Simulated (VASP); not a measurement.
As, 2 atoms in the cell. It takes space group Fd-3m (No. 227, cubic). The conventional cell has a = 4.391 Å, b = 4.391 Å, c = 4.391 Å, α = 90.00°, β = 90.00°, γ = 90.00°. Within 2.5 Å of As (site symmetry -43m) lie 4 As at 1.90 Å.  This cell differs from its parent crystal: volume scaled by 0.4.

* Program: VASP 6.6.1
* Task: single point
* Functional: LDA
* Potentials or basis: VASP PAW LDA potentials, release 64 (As)
* Cutoff: 520 eV
* k mesh: 13 × 13 × 13
* Occupations: fermi-dirac, width 0.05 eV
* Spin: no spin polarisation
* Dipole correction: no
* Further INCAR settings: ALGO = Normal; EDIFF = 1e-07; NBANDS = 12

Potentials or basis: VASP PAW LDA potentials, release 64 (As).

Command:

```console
$ cat potpaw_LDA.64/As/POTCAR > POTCAR
$ mpirun -np 1 vasp_std > vasp.out
```

Hardware: 1 thread of Intel(R) Xeon(R) Platinum 8375C CPU @ 2.90GHz (Ice Lake) (shared host).

How long does it take, and how much memory?

Wall time 14 s on 1 thread of Intel(R) Xeon(R) Platinum 8375C CPU @ 2.90GHz (Ice Lake), on a shared host, peak memory 0.13 GiB. Counts: scf iterations 12, k points 84.
